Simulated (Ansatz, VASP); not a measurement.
**HgS in VASP and in Ansatz**

```
Hg S
1.0
     0.00000    2.93822    2.93822
     2.93822    0.00000    2.93822
     2.93822    2.93822    0.00000
Hg S
1 1
Direct
  0.00000 0.00000 0.00000
  0.25000 0.25000 0.25000
```

Alike in both runs: functional PBEsol; k mesh 12 × 12 × 12; occupations gaussian, width 0.1 eV; no spin polarisation.

Ansatz relaxed the structure, and its values are those at the end. VASP's run is a single point on that final structure, the one shown.

|  | VASP | Ansatz |
| --- | --- | --- |
| version | VASP 6.6.1 | Ansatz 0.2.0 |
| potentials or method | VASP PAW PBE potentials, release 64 (Hg, S), cutoff 500 eV | scalar-relativistic, plane waves, PAW |
| valence electrons in the cell | 18 | 26 |

Ansatz gave:

- gap on the k mesh at the Fermi level (eV): none
- pressure (GPa): 0.0

Q: What did VASP give for the same quantities?

A: gap on the k mesh at the Fermi level (eV): none; pressure (GPa): 0.3.

VASP's potentials were made for PBE, not for PBEsol. A gap of «none» marks a metal or a gap that the smearing closes. VASP's potentials hold 18 valence electrons a cell and Ansatz's 26, so a difference there can come from the potentials and not from the codes.

Neither program's run includes spin-orbit coupling.
